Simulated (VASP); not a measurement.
Write the native input for VASP 6.6.1 that does the following.

```
Task                   : single point
Functional             : PBEsol
Potentials or basis    : VASP PAW PBE potentials, release 64 (Al, N)
Cutoff                 : 520 eV
k mesh                 : 9 × 9 × 6
Occupations            : gaussian, width 0.05 eV
Spin                   : no spin polarisation
Dipole correction      : no
Further INCAR settings : ALGO = Normal; EDIFF = 1e-06; NBANDS = 16
```

The structure of AlN lies in POSCAR:

```
AlN
1.0
    3.4006000000      0.0000000000      0.0000000000
   -1.7003000000      2.9450059881      0.0000000000
    0.0000000000      0.0000000000      4.1826000000
Al N
2 2
Direct
    0.3333333333      0.6666666667      0.7500000000
    0.6666666667      0.3333333333      0.2500000000
    0.3333333333      0.6666666667      0.2500000000
    0.6666666667      0.3333333333      0.7500000000
```

These files were run (other wordings do the same):

INCAR

```
  ALGO = Normal
  EDIFF = 1E-6
  ENCUT = 520
  GGA = PS
  ISIF = 2
  ISMEAR = 0
  LASPH = T
  LCHARG = F
  LREAL = F
  LWAVE = F
  NBANDS = 16
  NELM = 60
  PREC = Accurate
  SIGMA = 0.05
```

KPOINTS

```
k-points
0
Gamma
  9 9 6
```

Potentials or basis: VASP PAW PBE potentials, release 64 (Al, N).

The run is started by

```console
$ cat potpaw_PBE.64/Al/POTCAR potpaw_PBE.64/N/POTCAR > POTCAR
$ mpirun -np 1 vasp_std > vasp.out
```

Results of the run:

```yaml
Pressure: -13.4 GPa
Band_gap_on_the_k_mesh: 2.90 eV, direct
```

Caveat: the PAW data sets were made with another functional, which shifts forces and pressure a little.

Wall time 25 s on 1 thread of Intel(R) Xeon(R) Platinum 8259CL CPU @ 2.50GHz (Skylake/Cascade Lake), with other jobs on the host, peak memory 0.17 GiB.
